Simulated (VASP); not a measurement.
A run of VASP 6.6.1 is set up as follows.

File INCAR:

```
PREC = Accurate ; ENCUT = 600
EDIFF = 1E-7 ; ISMEAR = 0
SIGMA = 0.1 ; LREAL = F
LASPH = T ; NELM = 80
ALGO = Normal ; ISIF = 3
LWAVE = F ; LCHARG = F
GGA = PE ; IBRION = 2
NSW = 90 ; EDIFFG = -0.04
```

Contents of KPOINTS:

```
regular mesh
0
Gamma
  3 3 6
```

File POSCAR:

```
CdS5
1.0
    7.6938290549      0.0000000000      0.0000000000
   -3.8469145275      6.6630514140      0.0000000000
    0.0000000000      0.0000000000      2.9738793788
Cd S
1 5
Direct
    0.0000000000      0.0000000000      0.0000000000
    0.5000000000      0.0000000000      0.5000000000
    0.0000000000      0.5000000000      0.5000000000
    0.5000000000      0.5000000000      0.5000000000
    0.3333333333      0.6666666667      0.5000000000
    0.6666666667      0.3333333333      0.5000000000
```

Potentials or basis: VASP PAW PBE potentials, release 64 (Cd, S).

Launch:

```bash
$ cat potpaw_PBE.64/Cd/POTCAR potpaw_PBE.64/S/POTCAR > POTCAR
$ mpirun -np 1 vasp_std > vasp.out
```

Task: What does it give for the space group after relaxing (to 0.1 Å)?

Result: P6/mmm (No. 191).

Task: What does it give for the relaxed volume?

Result: 24.70 Å³/atom.

The path:
| step | energy change (eV) | largest force (eV/Å) | pressure (GPa) | volume (Å³) |
| --- | --- | --- | --- | --- |
| 1 | 0.0000 | 0.0000 | -0.41 | 152.45 |
| 2 | -0.0070 | 0.0000 | -0.13 | 151.01 |
| 3 | -0.0103 | 0.0000 | 0.13 | 149.87 |
| 4 | -0.0210 | 0.0000 | 0.69 | 147.60 |
| 5 | -0.0166 | 0.0000 | 2.06 | 143.08 |
| 6 | -0.0258 | 0.0000 | 1.34 | 145.26 |
| 7 | -0.0253 | 0.0000 | 0.97 | 146.55 |
| 8 | -0.0264 | 0.0000 | 1.17 | 145.83 |
| 9 | -0.0292 | 0.0000 | 1.19 | 145.66 |
| 10 | -0.0343 | 0.0000 | 1.26 | 145.24 |
| 11 | -0.0520 | 0.0000 | 1.48 | 144.37 |
| 12 | -0.1413 | 0.0000 | 2.11 | 142.53 |
| 13 | 0.0530 | 0.0000 | 4.75 | 138.44 |
| 14 | -0.1602 | 0.0000 | 2.61 | 141.40 |
| 15 | -0.1671 | 0.0000 | 2.38 | 142.16 |
| 16 | -0.1673 | 0.0000 | 2.41 | 142.04 |
| 17 | -0.1844 | 0.0000 | 1.90 | 143.23 |
| 18 | -0.2128 | 0.0000 | 0.51 | 146.87 |
| 19 | -0.2151 | 0.0000 | 0.04 | 148.22 |
